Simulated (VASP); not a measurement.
Wanted: the native input for a VASP 6.6.1 run.

| Item | Value |
| --- | --- |
| Task | single point |
| Functional | PBE |
| Potentials or basis | VASP PAW PBE potentials, release 64 (Se) |
| Cutoff | 520 eV |
| k mesh | 6 × 6 × 5 |
| Occupations | gaussian, width 0.01 eV |
| Spin | no spin polarisation |
| Dipole correction | no |
| Further INCAR settings | ALGO = Normal; EDIFF = 1e-06; NBANDS = 16 |

The structure of Se lies in POSCAR:

```
Se
1.0
    4.5048210000      0.0000000000      0.0000000000
   -2.2524100000      3.9012890000      0.0000000000
    0.0000000000      0.0000000000      4.9787960000
Se
3
Direct
    0.2178930000      0.0000000000      0.3333330000
    0.0000000000      0.2178930000      0.6666670000
    0.7821070000      0.7821070000      0.0000000000
```

One way to write it, as run:

INCAR

```
PREC = Accurate ; ENCUT = 520
EDIFF = 1E-6 ; ISMEAR = 0
SIGMA = 0.01 ; LREAL = F
LASPH = T ; NELM = 100
ALGO = Normal ; ISIF = 2
LWAVE = F ; LCHARG = T
GGA = PE ; LELF = T
LVHAR = T ; NBANDS = 16
```

KPOINTS

```
Automatic mesh
0
Gamma
  6 6 5
```

Potentials or basis: VASP PAW PBE potentials, release 64 (Se).

Launch:

```console
$ cat potpaw_PBE.64/Se/POTCAR > POTCAR
$ mpirun -np 1 vasp_std > vasp.out
```

It gave:

```
Pressure               : 1.6 GPa
Largest force          : 0.319 eV/Å
Band gap on the k mesh : 1.49 eV, indirect (least direct gap 1.55 eV)
```

It took 16 s on 1 thread of Intel(R) Xeon(R) 6975P-C (Granite Rapids), with other jobs on the host, peak memory 0.21 GiB.
